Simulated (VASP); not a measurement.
# FeSi2 (P4/mmm) in VASP: further runs, part 2 of 2

VASP 6.6.1. The steps go on from the part before.

## (3) Vibrations by perturbation theory, LDA

This run uses another cell than the first one, of 11.44 Å³/atom.

INCAR reads:

```
  ALGO = Normal
  EDIFF = 1E-8
  ENCUT = 520
  GGA = CA
  IBRION = 8
  ISIF = 2
  ISMEAR = -1
  LASPH = True
  LCHARG = True
  LREAL = False
  LWAVE = False
  NBANDS = 15
  NELM = 80
  NSW = 1
  PREC = Accurate
  SIGMA = 0.15
```

KPOINTS reads:

```
k-points
0
Gamma
  16 16 8
```

POSCAR reads:

```
FeSi2
1.0
    2.6164683295      0.0000000000      0.0000000000
    0.0000000000      2.6164683295      0.0000000000
    0.0000000000      0.0000000000      5.0119819540
Fe Si
1 2
Direct
    0.0000000000      0.0000000000      0.0000000000
    0.5000000000      0.5000000000      0.2725877863
    0.5000000000      0.5000000000      0.7274122137
```

Potentials or basis: VASP PAW LDA potentials, release 64 (Fe, Si).

The run is started by

```
cat potpaw_LDA.64/Fe/POTCAR potpaw_LDA.64/Si/POTCAR > POTCAR
mpirun -np 1 vasp_std > vasp.out
```

OUTCAR:

```text
EDIFF = 1E-8
   ENCUT = 520
   GGA = CA
   IBRION = 8
   ISIF = 2
   ISMEAR = -1
   LASPH = True
   LREAL = False
   NELM = 80
   NSW = 1
   PREC = Accurate

 ion  position               nearest neighbor table
   1  0.000  0.000  0.000-   2 2.30   3 2.30   2 2.30   3 2.30   2 2.30   3 2.30   2 2.30   3 2.30

   2  0.500  0.500  0.273-   3 2.28   1 2.30   1 2.30   1 2.30   1 2.30   3 2.73
   3  0.500  0.500  0.727-   2 2.28   1 2.30   1 2.30   1 2.30   1 2.30   2 2.73

  LATTYP: Found a simple tetragonal cell.
 ALAT       =     2.6164683295
 C/A-ratio  =     1.9155523105

  Lattice vectors:

 A1 = (   2.6164683295,   0.0000000000,   0.0000000000)
 A2 = (   0.0000000000,   2.6164683295,   0.0000000000)
 A3 = (   0.0000000000,   0.0000000000,   5.0119819540)

Analysis of symmetry for initial positions (statically):
=====================================================================
 Subroutine PRICEL returns:
 Original cell was already a primitive cell.

 Routine SETGRP: Setting up the symmetry group for a
 simple tetragonal supercell.

 Subroutine GETGRP returns: Found 16 space group operations
 (whereof 16 operations were pure point group operations)
 out of a pool of 16 trial point group operations.

The static configuration has the point symmetry D_4h.

Analysis of symmetry for dynamics (positions and initial velocities):
=====================================================================
 Subroutine PRICEL returns:
[... 638 lines left out ...]

------------------------ aborting loop because EDIFF is reached ----------------------------------------
[... 11 lines left out ...]
[... ionic steps 8 to 8 ...]

--------------------------------------- Ionic step        9  -------------------------------------------

 Free energy of the ion-electron system (eV)
  ---------------------------------------------------
  ---------------------------------------------------
  free energy    TOTEN  =        -0.03316427 eV

  energy without entropy =       -0.03318071

------------------------ aborting loop because EDIFF is reached ----------------------------------------

 INTERNAL STRAIN TENSOR  FOR ION    2  DIRECTION 3   (eV/Angst):
 -----------------------------------------------------------------------------
    -9.11441  0.00000 -0.00000
     0.00000 -9.11441  0.00000
     0.00000  0.00000  2.97982

 INTERNAL STRAIN TENSOR FOR ION    3 for displacements in x,y,z  (eV/Angst):
          X           Y           Z          XY          YZ          ZX
  --------------------------------------------------------------------------------
  x     0.00000     0.00000     0.00000     0.00000     0.00000     6.51359
  y     0.00000     0.00000     0.00000     0.00000     7.29268     0.00000
  z     9.11441     9.11441    -2.97982     0.00000     0.00000     0.00000

 SECOND DERIVATIVES (NOT SYMMETRIZED)
 ------------------------------------
               1X          1Y          1Z          2X          2Y          2Z          3X          3Y          3Z
  1X   -11.025123    0.000000    0.000000    5.512561   -0.000000    0.000000    5.512561   -0.000000    0.000000
  1Y    -0.000000  -11.025123   -0.000000    0.000000    5.512561    0.000000    0.000000    5.512561    0.000000
  1Z    -0.000000    0.000000  -16.314381   -0.000000    0.000000    8.157190   -0.000000    0.000000    8.157190
  2X     5.511391    0.000000    0.000000   -5.878208    0.000000    0.000000    0.366818    0.000000    0.000000
  2Y     0.000000    5.511391    0.000000    0.000000   -5.878208    0.000000    0.000000    0.366818    0.000000
  2Z     0.000000    0.000000    8.149593   -0.000000    0.000000  -22.686983    0.000000    0.000000   14.537390
  3X     5.511391    0.000000    0.000000    0.366818    0.000000    0.000000   -5.878208    0.000000    0.000000
  3Y     0.000000    5.511391    0.000000    0.000000    0.366818    0.000000    0.000000   -5.878208    0.000000
  3Z     0.000000    0.000000    8.149593    0.000000    0.000000   14.537390   -0.000000    0.000000  -22.686983

 Eigenvectors and eigenvalues of the dynamical matrix
 ----------------------------------------------------

   1 f  =   17.998123 THz   113.085540 2PiTHz  600.352753 cm-1    74.434221 meV
             X         Y         Z           dx          dy          dz
      0.000000  0.000000  0.000000     0.000000    0.000000    0.000000
      1.308234  1.308234  1.366205    -0.000000   -0.000000    0.707107
      1.308234  1.308234  3.645777    -0.000000   -0.000000   -0.707107
[... 43 lines left out ...]
   9 f/i=    0.002779 THz     0.017462 2PiTHz    0.092703 cm-1     0.011494 meV
             X         Y         Z           dx          dy          dz
      0.000000  0.000000  0.000000     0.000000   -0.000000   -0.705922
      1.308234  1.308234  1.366205     0.000000   -0.000000   -0.500837
      1.308234  1.308234  3.645777     0.000000   -0.000000   -0.500837

--------------------------------------------------------------------------------------------------------

 ELASTIC MODULI CONTR FROM IONIC RELAXATION (kBar)
 Direction    XX          YY          ZZ          XY          YZ          ZX
 --------------------------------------------------------------------------------
 XX        -208.4156   -208.4156     68.1384      0.0000     -0.0000      0.0000
 YY        -208.4156   -208.4156     68.1384      0.0000     -0.0000      0.0000
 ZZ          68.1384     68.1384    -22.2768      0.0000      0.0000     -0.0000
 XY           0.0000      0.0000      0.0000      0.0000      0.0000      0.0000
 YZ          -0.0000     -0.0000      0.0000      0.0000   -795.3159     -0.0000
 ZX           0.0000      0.0000     -0.0000      0.0000     -0.0000   -634.4634
 --------------------------------------------------------------------------------
```

OSZICAR:

```text
N       E                     dE             d eps       ncg     rms          rms(c)
DAV:   1     0.579567616905E+02    0.57957E+02   -0.71070E+03  6838   0.111E+03
DAV:   2    -0.208458933937E+02   -0.78803E+02   -0.69162E+02  6967   0.210E+02
[... 77 lines left out ...]
RMM:   8    -0.331650338960E-01    0.13439E-05   -0.54149E-07 11378   0.599E-03    0.645E-04
RMM:   9    -0.331643558986E-01    0.67800E-06   -0.44154E-08 11544   0.154E-03    0.403E-04
RMM:  10    -0.331643738077E-01   -0.17909E-07   -0.14455E-08 11168   0.544E-04    0.633E-05
RMM:  11    -0.331643023564E-01    0.71451E-07   -0.29340E-09 11683   0.183E-04    0.275E-05
RMM:  12    -0.331642673544E-01    0.35002E-07    0.17877E-10 11036   0.650E-05    0.859E-06
RMM:  13    -0.331642687217E-01   -0.13673E-08   -0.23225E-10 10704   0.333E-05    0.460E-06
 Linear response finished
```

stdout:

```text
POSCAR found type information on POSCAR FeSi
 POSCAR found :  2 types and       3 ions
 scaLAPACK will be used
 LDA part: xc-table for (Slater(with rela. corr.)+CA(PZ))
 , standard interpolation
 POSCAR, INCAR and KPOINTS ok, starting setup
 FFT: planning ... GRIDC
 FFT: planning ... GRID_SOFT
 FFT: planning ... GRID
 WAVECAR not read
 entering main loop
 Linear response reoptimize wavefunctions to high precision
 Linear response DOF=           4
 Linear response progress:
 first order change of Fermi-energy   0.39081E-03
 force on displaced ion       1 direction 1 : -11.025   0.000  -0.000
 Linear response progress:
 first order change of Fermi-energy   0.20315E-02
 force on displaced ion       1 direction 3 :   0.000   0.000 -16.314
 Linear response progress:
 first order change of Fermi-energy   0.25664E-04
 force on displaced ion       2 direction 1 :  -5.878   0.000  -0.000
 Linear response progress:
 first order change of Fermi-energy  -0.16909E+00
 force on displaced ion       2 direction 3 :  -0.000   0.000 -22.687
 Linear response finished
```

Wall time 6.1 min (1 thread of Intel Xeon 6975P-C (Granite Rapids), shared host); peak memory 0.87 GiB.

Results:

* Highest phonon frequency at Γ: 600 cm⁻¹

Phonon frequencies in cm⁻¹ (negative: imaginary):
| q point | frequencies |
| --- | --- |
| (0.000, 0.000, 0.000) | 0 0 0 246 246 327 327 398 600 |

Caveat: the cell stands under pressure or tension, which shifts response properties; the run has no spin polarisation, though such a crystal can be magnetic.

## (4) Vibrations by perturbation theory, LDA (11.73 Å³/atom)

This run uses another cell than the first one, of 11.73 Å³/atom.

INCAR reads:

```
PREC = Accurate
ENCUT = 520
EDIFF = 1E-8
ISMEAR = -1
SIGMA = 0.15
LREAL = F
LASPH = T
NELM = 80
ALGO = Normal
ISIF = 2
LWAVE = F
LCHARG = F
GGA = CA
NBANDS = 15
IBRION = 8
NSW = 1
```

KPOINTS reads:

```
regular mesh
0
Gamma
  16 16 8
```

POSCAR reads:

```
FeSi2
1.0
    2.6415878168      0.0000000000      0.0000000000
    0.0000000000      2.6415878168      0.0000000000
    0.0000000000      0.0000000000      5.0413676105
Fe Si
1 2
Direct
    0.0000000000      0.0000000000      0.0000000000
    0.5000000000      0.5000000000      0.2717544691
    0.5000000000      0.5000000000      0.7282455309
```

Potentials or basis: VASP PAW LDA potentials, release 64 (Fe, Si).

The run is started by

```
cat potpaw_LDA.64/Fe/POTCAR potpaw_LDA.64/Si/POTCAR > POTCAR
mpirun -np 1 vasp_std > vasp.out
```

OUTCAR:

```text
PREC = Accurate
   ENCUT = 520
   EDIFF = 1E-8
   ISMEAR = -1
   LREAL = F
   LASPH = T
   NELM = 80
   ISIF = 2
   GGA = CA
   IBRION = 8
   NSW = 1

 ion  position               nearest neighbor table
   1  0.000  0.000  0.000-   2 2.32   3 2.32   2 2.32   3 2.32   2 2.32   3 2.32   2 2.32   3 2.32

   2  0.500  0.500  0.272-   3 2.30   1 2.32   1 2.32   1 2.32   1 2.32   3 2.74
   3  0.500  0.500  0.728-   2 2.30   1 2.32   1 2.32   1 2.32   1 2.32   2 2.74

  LATTYP: Found a simple tetragonal cell.
 ALAT       =     2.6415878168
 C/A-ratio  =     1.9084611075

  Lattice vectors:

 A1 = (   2.6415878168,   0.0000000000,   0.0000000000)
 A2 = (   0.0000000000,   2.6415878168,   0.0000000000)
 A3 = (   0.0000000000,   0.0000000000,   5.0413676105)

Analysis of symmetry for initial positions (statically):
=====================================================================
 Subroutine PRICEL returns:
 Original cell was already a primitive cell.

 Routine SETGRP: Setting up the symmetry group for a
 simple tetragonal supercell.

 Subroutine GETGRP returns: Found 16 space group operations
 (whereof 16 operations were pure point group operations)
 out of a pool of 16 trial point group operations.

The static configuration has the point symmetry D_4h.

Analysis of symmetry for dynamics (positions and initial velocities):
=====================================================================
 Subroutine PRICEL returns:
 Original cell was already a primitive cell.

 Routine SETGRP: Setting up the symmetry group for a
 simple tetragonal supercell.

 Subroutine GETGRP returns: Found 16 space group operations
 (whereof 16 operations were pure point group operations)
 out of a pool of 16 trial point group operations.

The dynamic configuration has the point symmetry D_4h.

 Subroutine INISYM returns: Found 16 space group operations
 (whereof 16 operations are pure point group operations),
 and found     1 'primitive' translations

----------------------------------------------------------------------------------------

                                     Primitive cell

  volume of cell :      35.1786

  direct lattice vectors                    reciprocal lattice vectors
     2.641587817  0.000000000  0.000000000     0.378560195  0.000000000  0.000000000
     0.000000000  2.641587817  0.000000000     0.000000000  0.378560195  0.000000000
     0.000000000  0.000000000  5.041367611     0.000000000  0.000000000  0.198358873

  length of vectors
[... 572 lines left out ...]

 [... further k-points ...]

------------------------ aborting loop because EDIFF is reached ----------------------------------------

  FORCE on cell =-STRESS in cart. coord.  units (eV):
  Direction    XX          YY          ZZ          XY          YZ          ZX
  --------------------------------------------------------------------------------------
  -------------------------------------------------------------------------------------
  Total        1.0726358      1.0726358      1.0719622      0.0000000      0.0000000      0.0000000
  in kB       48.8522300     48.8522300     48.8215512      0.0000000      0.0000000      0.0000000
  external PRESSURE =      48.8420037 kB  Pullay stress =       0.0000000 kB

 VOLUME and BASIS-vectors are now :
 -----------------------------------------------------------------------------
  energy-cutoff  :      520.00
  volume of cell :       35.18
      direct lattice vectors                 reciprocal lattice vectors
     2.641587817  0.000000000  0.000000000     0.378560195  0.000000000  0.000000000
     0.000000000  2.641587817  0.000000000     0.000000000  0.378560195  0.000000000
     0.000000000  0.000000000  5.041367611     0.000000000  0.000000000  0.198358873

 POSITION                                       TOTAL-FORCE (eV/Angst)
 -----------------------------------------------------------------------------------
      0.00000      0.00000      0.00000         0.000000      0.000000     -0.000000
      1.32079      1.32079      1.37001        -0.000000     -0.000000      0.038909
      1.32079      1.32079      3.67135         0.000000     -0.000000     -0.038909
 -----------------------------------------------------------------------------------
    total drift:                                0.000000      0.000000      0.000000

  FREE ENERGIE OF THE ION-ELECTRON SYSTEM (eV)
  ---------------------------------------------------
  free  energy   TOTEN  =       -22.8886086526 eV

  energy  without entropy=      -22.8109219353  energy(sigma->0) =      -22.84976529

[... ionic steps 2 to 3 ...]

--------------------------------------- Ionic step        4  -------------------------------------------

------------------------ aborting loop because EDIFF is reached ----------------------------------------
[... 11 lines left out ...]
[... ionic steps 8 to 8 ...]

--------------------------------------- Ionic step        9  -------------------------------------------

 Free energy of the ion-electron system (eV)
  ---------------------------------------------------
  ---------------------------------------------------
  free energy    TOTEN  =        -0.03258264 eV

  energy without entropy =       -0.03260287

------------------------ aborting loop because EDIFF is reached ----------------------------------------

 INTERNAL STRAIN TENSOR  FOR ION    2  DIRECTION 3   (eV/Angst):
 -----------------------------------------------------------------------------
    -8.56979  0.00000 -0.00000
     0.00000 -8.56979  0.00000
    -0.00000  0.00000  2.04806

 INTERNAL STRAIN TENSOR FOR ION    3 for displacements in x,y,z  (eV/Angst):
          X           Y           Z          XY          YZ          ZX
  --------------------------------------------------------------------------------
  x     0.00000     0.00000     0.00000     0.00000     0.00000     5.74809
  y     0.00000     0.00000     0.00000     0.00000     6.49691     0.00000
  z     8.56979     8.56979    -2.04806     0.00000     0.00000     0.00000

 SECOND DERIVATIVES (NOT SYMMETRIZED)
 ------------------------------------
               1X          1Y          1Z          2X          2Y          2Z          3X          3Y          3Z
  1X   -10.076345    0.000000    0.000000    5.038172   -0.000000    0.000000    5.038172   -0.000000    0.000000
  1Y    -0.000000  -10.076345    0.000000    0.000000    5.038172    0.000000    0.000000    5.038172    0.000000
  1Z     0.000000    0.000000  -15.130787    0.000000    0.000000    7.565394    0.000000    0.000000    7.565394
  2X     5.036499    0.000000    0.000000   -5.486540    0.000000    0.000000    0.450041    0.000000    0.000000
  2Y     0.000000    5.036499    0.000000    0.000000   -5.486540    0.000000    0.000000    0.450041    0.000000
  2Z     0.000000   -0.000000    7.565611   -0.000000    0.000000  -21.059999    0.000000    0.000000   13.494388
  3X     5.036499    0.000000    0.000000    0.450041    0.000000    0.000000   -5.486540    0.000000    0.000000
  3Y     0.000000    5.036499    0.000000    0.000000    0.450041    0.000000    0.000000   -5.486540    0.000000
  3Z     0.000000   -0.000000    7.565611    0.000000    0.000000   13.494388   -0.000000    0.000000  -21.059999

 Eigenvectors and eigenvalues of the dynamical matrix
 ----------------------------------------------------

   1 f  =   17.340640 THz   108.954452 2PiTHz  578.421474 cm-1    71.715090 meV
             X         Y         Z           dx          dy          dz
      0.000000  0.000000  0.000000     0.000000    0.000000    0.000000
      1.320794  1.320794  1.370014     0.000000    0.000000   -0.707107
      1.320794  1.320794  3.671353    -0.000000   -0.000000    0.707107
[... 43 lines left out ...]
   9 f/i=    0.000779 THz     0.004892 2PiTHz    0.025969 cm-1     0.003220 meV
             X         Y         Z           dx          dy          dz
      0.000000  0.000000  0.000000     0.678806   -0.194160    0.000000
      1.320794  1.320794  1.370014     0.481454   -0.137711    0.000000
      1.320794  1.320794  3.671353     0.481454   -0.137711    0.000000

--------------------------------------------------------------------------------------------------------

 ELASTIC MODULI CONTR FROM IONIC RELAXATION (kBar)
 Direction    XX          YY          ZZ          XY          YZ          ZX
 --------------------------------------------------------------------------------
 XX        -193.5971   -193.5971     46.2670      0.0000     -0.0000      0.0000
 YY        -193.5971   -193.5971     46.2670      0.0000     -0.0000      0.0000
 ZZ          46.2670     46.2670    -11.0572      0.0000      0.0000     -0.0000
 XY           0.0000      0.0000      0.0000      0.0000      0.0000      0.0000
 YZ          -0.0000     -0.0000      0.0000      0.0000   -647.6494      0.0000
 ZX           0.0000      0.0000     -0.0000      0.0000      0.0000   -506.9582
 --------------------------------------------------------------------------------
```

Wall time 6.2 min (1 thread of Intel Xeon 6975P-C (Granite Rapids), shared host); peak memory 0.9 GiB.

Results:

- Highest phonon frequency at Γ: 578 cm⁻¹

Phonon frequencies in cm⁻¹ (negative: imaginary):
```
              q point                    frequencies
(0.000, 0.000, 0.000)  0 0 0 240 240 313 313 383 578
```

Caveat: the cell stands under pressure or tension, which shifts response properties; the run has no spin polarisation, though such a crystal can be magnetic. Spin polarisation is off, so any magnetic state and its effect on volume and gap are missing.
